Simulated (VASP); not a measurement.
A run of VASP 6.6.1:

Contents of INCAR:

```
  PREC = Accurate
  ENCUT = 520
  EDIFF = 1E-7
  ISMEAR = 0
  SIGMA = 0.05
  LREAL = False
  LASPH = True
  NELM = 60
  ALGO = Normal
  ISIF = 2
  LWAVE = False
  LCHARG = False
  GGA = PE
  NBANDS = 14
```

KPOINTS

```
Automatic mesh
0
Gamma
  12 12 12
```

File POSCAR:

```
SbOs
1.0
    0.0000000000      2.7136168850      2.7136168850
    2.6593445473      0.0000000000      2.7136168850
    2.6593445473      2.7136168850      0.0000000000
Os Sb
1 1
Direct
    0.5000000000      0.5000000000      0.5000000000
    0.0000000000      0.0000000000      0.0000000000
```

Potentials or basis: VASP PAW PBE potentials, release 64 (Os, Sb).

Run with:

```console
$ cat potpaw_PBE.64/Os/POTCAR potpaw_PBE.64/Sb/POTCAR > POTCAR
$ mpirun -np 1 vasp_std > vasp.out
```

Hardware: 1 thread of Intel(R) Xeon(R) Platinum 8375C CPU @ 2.90GHz (Ice Lake), on a shared host.

Task: Estimate the wall time of this run.

Result: It took 92 s on 1 thread of Intel(R) Xeon(R) Platinum 8375C CPU @ 2.90GHz (Ice Lake), with other jobs on the host, peak memory 0.24 GiB. Counts: scf iterations 13, k points 163.
